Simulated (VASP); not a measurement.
# Pb (C2/m) in VASP: a series of runs, part 2 of 2

VASP 6.6.1.

## 4. Single point, PBE (strained and its atoms moved)

INCAR

```
SYSTEM = Pb
PREC     = Accurate       ! precision mode
ENCUT    = 520            ! plane-wave cutoff, eV
EDIFF    = 1E-7           ! SCF threshold, eV
ISMEAR   = 0              ! smearing method
SIGMA    = 0.1            ! smearing width, eV
LREAL    = .FALSE.        ! projectors in reciprocal space
LASPH    = .TRUE.         ! aspherical terms in the spheres
NELM     = 80             ! most SCF steps
ALGO     = Fast           ! electronic algorithm
ISIF     = 2              ! what is computed and relaxed
LWAVE    = .FALSE.        ! write WAVECAR
LCHARG   = .FALSE.        ! write CHGCAR
GGA      = PE             ! functional
NBANDS   = 21             ! bands
```

KPOINTS

```
Automatic mesh
0
G
  14 14 8
  0 0 0
```

POSCAR

```
Pb
1.0
    3.0026297088     -1.7733191643      0.0491950443
    3.0026297088      1.7733191643      0.0491950443
   -1.9917338693      0.0000000000      6.2023237920
Pb
2
Direct
    0.0654594235      0.0654594235      0.2636921961
    0.9345405765      0.9345405765      0.7363078039
```

Potentials or basis: VASP PAW PBE potentials, release 64 (Pb_d).

Launch:

```
> cat potpaw_PBE.64/Pb_d/POTCAR > POTCAR
> mpirun -np 1 vasp_std > vasp.out
```

OUTCAR:

```text
SYSTEM = Pb
   PREC = Accurate
   ENCUT = 520
   EDIFF = 1E-7
   ISMEAR = 0
   LREAL = .FALSE.
   LASPH = .TRUE.
   NELM = 80
   ISIF = 2
   GGA = PE

 ion  position               nearest neighbor table
   1  0.065  0.065  0.264-   2 3.29   2 3.39   2 3.68   2 3.68
   2  0.935  0.935  0.736-   1 3.29   1 3.39   1 3.68   1 3.68

  LATTYP: Found a base centered monoclinic cell.
 ALAT       =     6.0060653745
 B/A-ratio  =     0.5905094446
 C/A-ratio  =     1.0846166471
 COS(beta)  =    -0.2901106314

  Lattice vectors:

 A1 = (   3.0026297088,  -1.7733191643,   0.0491950443)
 A2 = (   3.0026297088,   1.7733191643,   0.0491950443)
 A3 = (  -1.9917338693,   0.0000000000,   6.2023237920)

Analysis of symmetry for initial positions (statically):
=====================================================================
 Subroutine PRICEL returns:
 Original cell was already a primitive cell.

 Routine SETGRP: Setting up the symmetry group for a
 base centered monoclinic supercell.

 Subroutine GETGRP returns: Found  4 space group operations
 (whereof  4 operations were pure point group operations)
[... 157 lines left out ...]

 Free energy of the ion-electron system (eV)
  ---------------------------------------------------
  ext. energy  EPLUGINS =         0.00000000
  ---------------------------------------------------
  free energy    TOTEN  =        -6.97700980 eV

  energy without entropy =       -6.97061433  energy(sigma->0) =       -6.97381206

 E-fermi :   6.2667     XC(G=0):  -9.7233

 val. band max:        6.2658336924   @ k =  -0.2143   0.0714   0.5000
 cond. band min:       6.2672432991   @ k =  -0.2857   0.4286   0.2500
 fundamental gap:      0.0014096067
 Fermi energy:         6.2666714770

 k-point     1 :       0.0000    0.0000    0.0000
  band No.  band energies     occupation
      1     -10.8963      2.00000
      2     -10.7596      2.00000
      3     -10.7534      2.00000
      4     -10.7333      2.00000
      5     -10.7175      2.00000
      6     -10.6966      2.00000
[... 565 lines left out ...]
     20      15.6876      0.00000
     21      16.2911      0.00000

 [... further k-points ...]
[... 5 lines left out ...]
  --------------------------------------------------------------------------------------
  -------------------------------------------------------------------------------------
  Total       -0.0740924     -0.4273257      0.0295263      0.0000000      0.0000000     -0.2332536
  in kB       -1.7878536    -10.3113973      0.7124726      0.0000000      0.0000000     -5.6284242
  external PRESSURE =      -3.7955928 kB  Pullay stress =       0.0000000 kB

 VOLUME and BASIS-vectors are now :
 -----------------------------------------------------------------------------
  energy-cutoff  :      520.00
  volume of cell :       66.40
      direct lattice vectors                 reciprocal lattice vectors
     3.002629709 -1.773319164  0.049195044     0.165649163 -0.281957140  0.053194425
     3.002629709  1.773319164  0.049195044     0.165649163  0.281957140  0.053194425
    -1.991733869  0.000000000  6.202323792    -0.002627763  0.000000000  0.160386047

 POSITION                                       TOTAL-FORCE (eV/Angst)
 -----------------------------------------------------------------------------------
     -0.13210      0.00000      1.64194         0.044191      0.000000      0.189913
      4.14563      0.00000      4.65877        -0.044191      0.000000     -0.189913
 -----------------------------------------------------------------------------------
    total drift:                                0.000000      0.000000      0.000000

  FREE ENERGIE OF THE ION-ELECTRON SYSTEM (eV)
  ---------------------------------------------------
  free  energy   TOTEN  =        -6.9770097992 eV

  energy  without entropy=       -6.9706143279  energy(sigma->0) =       -6.97381206
```

OSZICAR:

```text
N       E                     dE             d eps       ncg     rms          rms(c)
DAV:   1     0.291160202975E+03    0.29116E+03   -0.14185E+04 18023   0.158E+03
DAV:   2     0.143063501889E+02   -0.27685E+03   -0.27037E+03 18168   0.401E+02
DAV:   3    -0.629926928612E+01   -0.20606E+02   -0.20374E+02 21815   0.135E+02
DAV:   4    -0.696350522069E+01   -0.66424E+00   -0.66391E+00 21122   0.281E+01
DAV:   5    -0.699716052461E+01   -0.33655E-01   -0.33655E-01 24247   0.577E+00    0.726E-01
RMM:   6    -0.697984080681E+01    0.17320E-01   -0.30101E-02 20624   0.205E+00    0.391E-01
RMM:   7    -0.697634589821E+01    0.34949E-02   -0.20978E-02 19546   0.140E+00    0.137E-01
RMM:   8    -0.697679976756E+01   -0.45387E-03   -0.60324E-03 23560   0.103E+00    0.284E-02
RMM:   9    -0.697697611597E+01   -0.17635E-03   -0.20119E-03 29125   0.375E-01    0.184E-02
RMM:  10    -0.697700477219E+01   -0.28656E-04   -0.25356E-04 26817   0.160E-01    0.696E-03
RMM:  11    -0.697701023086E+01   -0.54587E-05   -0.71950E-05 26868   0.695E-02    0.598E-03
RMM:  12    -0.697700935031E+01    0.88055E-06   -0.13760E-05 22761   0.436E-02    0.602E-04
RMM:  13    -0.697700976898E+01   -0.41866E-06   -0.58950E-06 28305   0.195E-02    0.391E-04
RMM:  14    -0.697700979919E+01   -0.30215E-07   -0.62169E-07 16548   0.770E-03
   1 F= -.69770098E+01 E0= -.69738121E+01  d E =-.639547E-02
```

It took 16 min on 1 thread of Oxide Virtual Turin-like, shared host; peak memory 0.52 GiB.

Results:

```yaml
Free_energy: -6.9770 eV
Pressure: -0.4 GPa
Largest_force: 0.195 eV/Å
Band_gap_on_the_k_mesh: zero (bands 14 and 15 overlap by 7.31 eV)
```

Forces on the atoms (eV/Å):
```
Pb   0.044  0.000  0.190
Pb  -0.044  0.000 -0.190
```

Caveat: the cell differs from its parent crystal (strained and its atoms moved); spin-orbit coupling is left out, which moves the levels of the heavy elements.

## 5. Overview

| cell | further INCAR settings | gap on the mesh (eV) | pressure (GPa) | largest force (eV/Å) |
| --- | --- | --- | --- | --- |
| a = 3.557, b = 3.557, c = 6.220 Å, angles 107.9, 107.9, 55.0°, 2 atoms, atomic positions A | ALGO = Fast; EDIFF = 1e-06; NBANDS = 21 | none | 4.9 | 0.28 |
| a = 3.434, b = 3.434, c = 6.872 Å, angles 107.7, 107.7, 57.7°, 2 atoms, atomic positions B | ALGO = Fast; EDIFF = 1e-06; NBANDS = 21 | none | 1.9 | 0.12 |
| a = 3.488, b = 3.488, c = 6.514 Å, angles 104.5, 104.5, 61.1°, 2 atoms, atomic positions C | ALGO = Fast; EDIFF = 1e-07; NBANDS = 21 | none | -0.4 | 0.19 |

Alike in all rows: task single point; level PBE; potentials or basis VASP PAW PBE potentials, release 64 (Pb_d); no spin polarisation; k mesh 14 × 14 × 8; cutoff (eV) 520; smearing gaussian 0.1 eV.

Caveats: spin-orbit coupling is left out, which moves the levels of the heavy elements; the stress differs along the axes, from 1 to 7 GPa (at least some runs).

Absolute energies hang on the potentials; compare differences alone.
